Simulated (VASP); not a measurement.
Here is a VASP 6.6.1 calculation.

The input INCAR:

```
SYSTEM = Y
PREC = Accurate ; ENCUT = 500
EDIFF = 1E-6 ; ISMEAR = -1
SIGMA = 0.1 ; LREAL = .FALSE.
LASPH = .TRUE. ; NELM = 120
ALGO = Normal ; ISIF = 2
LWAVE = .FALSE. ; LCHARG = .FALSE.
GGA = PE ; NBANDS = 24
GGA_COMPAT = .FALSE.
```

The input KPOINTS:

```
regular mesh
0
G
  7 7 10
  0 0 0
```

File POSCAR:

```
Y
1.0
    5.7989475477      0.0000000000      0.0000000000
   -2.8994737738      5.0220358916      0.0000000000
    0.0000000000      0.0000000000      3.6209030216
Y
3
Direct
    0.0000000000      1.0000000000      0.0000000000
    0.3333333333      0.6666666667      0.5000000000
    0.6666666667      0.3333333333      0.5000000000
```

Potentials or basis: VASP PAW PBE potentials, release 64 (Y_sv).

The run is started by

```sh
$ cat potpaw_PBE.64/Y_sv/POTCAR > POTCAR
$ mpirun -np 1 vasp_std > vasp.out
```

(1) Estimate the pressure.

Results:

(1) -2.7 GPa.
